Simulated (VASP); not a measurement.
Wanted: the native input for a VASP 6.6.1 run.

```
Task                   : single point
Functional             : PBE
Dispersion             : D3(BJ)
Potentials or basis    : VASP PAW PBE potentials, release 64 (W_sv, Se)
Cutoff                 : 500 eV
k mesh                 : 9 × 9 × 2
Occupations            : gaussian, width 0.05 eV
Spin                   : no spin polarisation
Dipole correction      : no
Further INCAR settings : ALGO = Normal; EDIFF = 1e-06; NBANDS = 35
```

The structure of WSe2 lies in POSCAR:

```
WSe2
1.0
   -3.2789854852      0.0000000000      0.0000000000
   -1.6394927426     -2.8396847288      0.0000000000
   -1.6394927426     -0.9465615763     14.0112373504
W Se
2 4
Direct
   -0.2500000000     -0.2500000000      0.7500000000
   -0.0833333333     -0.0833333333      0.2500000000
    0.0432411913      0.0432411913      0.8702764262
    0.2099078579      0.2099078579      0.3702764262
    0.2900921421      0.2900921421      0.1297235738
    0.1234254754      0.1234254754      0.6297235738
```

The input as run:

INCAR

```
SYSTEM = WSe2
ALGO     = Normal         ! electronic algorithm
EDIFF    = 1E-6           ! SCF threshold, eV
ENCUT    = 500            ! plane-wave cutoff, eV
GGA      = PE             ! functional
GGA_COMPAT= .FALSE.      
ISIF     = 2              ! what is computed and relaxed
ISMEAR   = 0              ! smearing method
IVDW     = 12             ! dispersion correction
LASPH    = .TRUE.         ! aspherical terms in the spheres
LCHARG   = .FALSE.        ! write CHGCAR
LREAL    = .FALSE.        ! projectors in reciprocal space
LWAVE    = .FALSE.        ! write WAVECAR
NBANDS   = 35             ! bands
NELM     = 120            ! most SCF steps
PREC     = Accurate       ! precision mode
SIGMA    = 0.05           ! smearing width, eV
```

KPOINTS

```
k-points
0
G
  9 9 2
  0 0 0
```

Potentials or basis: VASP PAW PBE potentials, release 64 (W_sv, Se).

Run with:

```sh
$ cat potpaw_PBE.64/W_sv/POTCAR potpaw_PBE.64/Se/POTCAR > POTCAR
$ mpirun -np 1 vasp_std > vasp.out
```

Results of the run:

```
Pressure                   : 0.0 GPa
Largest force              : 0.167 eV/Å
Band gap on the k mesh     : 1.38 eV (least direct gap 1.66 eV)
Dispersion energy per atom : -0.432 eV
```

Caveat: spin-orbit coupling is left out, which moves the levels of the heavy elements; an odd mesh through Γ misses points on the zone boundary, where band edges can lie.

Run time: 5 min on 1 thread of Intel(R) Xeon(R) Platinum 8375C CPU @ 2.90GHz (Ice Lake), on a shared host, peak memory 0.34 GiB.
